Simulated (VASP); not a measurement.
SrO:

```
Sr O
1.0
     0.00000    2.56630    2.56630
     2.56630    0.00000    2.56630
     2.56630    2.56630    0.00000
Sr O
1 1
Direct
  0.50000 0.50000 0.50000
  0.00000 0.00000 0.00000
```

```yaml
Program: VASP 6.6.1
Task: relaxation of cell and atoms
Functional: PBE
Potentials_or_basis: VASP PAW PBE potentials, release 64 (Sr_sv, O)
Cutoff: 600 eV
k_mesh: 8 × 8 × 8
Occupations: fermi-dirac, width 0.02 eV
Spin: no spin polarisation
```

At the start: pressure 3.8 GPa; volume 16.90 Å³/atom.

Q: Where does the relaxation end?

A: Over 3 steps the energy falls by 8.2 meV/atom and the volume is 17.62 Å³/atom (+4.2 %); space group Fm-3m (No. 225, to 0.05 Å).

The path:
```tsv
step	energy change (eV)	largest force (eV/Å)	pressure (GPa)	volume (Å³)
1	0.0000	0.0000	3.83	33.80
2	-0.0140	0.0000	-1.33	35.82
3	-0.0165	0.0000	0.01	35.23
```

Final structure:
```cif
data_structure
_symmetry_space_group_name_H-M 'P 1'
_symmetry_Int_Tables_number 1
_cell_length_a 3.6797
_cell_length_b 3.6797
_cell_length_c 3.6797
_cell_angle_alpha 60.000
_cell_angle_beta 60.000
_cell_angle_gamma 60.000
_cell_volume 35.23
loop_
_atom_site_label
_atom_site_type_symbol
_atom_site_fract_x
_atom_site_fract_y
_atom_site_fract_z
_atom_site_occupancy
Sr1 Sr 0.50000 0.50000 0.50000 1
O1 O 0.00000 0.00000 0.00000 1
```
